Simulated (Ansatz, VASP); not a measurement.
**Hg in VASP and in Ansatz**

```
Hg
1.0
    -1.76466    1.76466    1.76466
     1.76466   -1.76466    1.76466
     1.76466    1.76466   -1.76466
Hg
1
Cartesian
  0.0000 0.0000 0.0000
```

Change from the starting cell: volume scaled by 0.92, LAPW.

Alike in both runs: task single point; functional PBEsol; k mesh 15 × 15 × 15; occupations fermi-dirac, width 0.08 eV; no spin polarisation.

|  | VASP | Ansatz |
| --- | --- | --- |
| version | VASP 6.6.1 | Ansatz 0.2.0 |
| potentials or method | VASP PAW PBE potentials, release 64 (Hg), cutoff 520 eV | all-electron LAPW, scalar-relativistic |

Ansatz gave:

| Item | Value |
| --- | --- |
| pressure (GPa) | 4.0 |

Estimate VASP's values.

pressure (GPa): 4.5.

VASP's potentials were made for PBE, not for PBEsol. Ansatz ran all-electron here, and VASP with PAW potentials.

Spin-orbit coupling is off throughout.
